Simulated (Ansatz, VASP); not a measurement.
## One calculation of Te2Mo, two programs

```
Te Mo
1.0
     3.22400    0.00000    0.00000
    -1.61200    2.79207    0.00000
     0.00000    0.00000   33.26988
Te Mo
2 1
Cartesian
  0.0000 1.8614 14.8179
  0.0000 1.8614 18.4519
  1.6120 0.9307 16.6349
```

Alike in both runs: task single point; functional PBE; dispersion D3(BJ); k mesh 9 × 9 × 1; occupations gaussian, width 0.02 eV; no spin polarisation.

|  | VASP | Ansatz |
| --- | --- | --- |
| version | VASP 6.6.1 | Ansatz 0.2.0 |
| potentials or method | VASP PAW PBE potentials, release 64 (Te, Mo_sv), cutoff 520 eV | scalar-relativistic, plane waves, PAW |
| valence electrons in the cell | 26 | 46 |

Ansatz gave:

| Item | Value |
| --- | --- |
| gap on the k mesh at the Fermi level (eV) | 0.83 |
| least direct gap on the mesh (eV) | 1.47 |
| rms of the force components (eV/Å) | 0.899 |

Q: Which values does VASP return?

A: gap on the k mesh at the Fermi level (eV): 0.83; least direct gap on the mesh (eV): 1.48; rms of the force components (eV/Å): 0.907.

VASP's potentials hold 26 valence electrons a cell and Ansatz's 46, so a difference there can come from the potentials and not from the codes.

Spin-orbit coupling is off throughout.
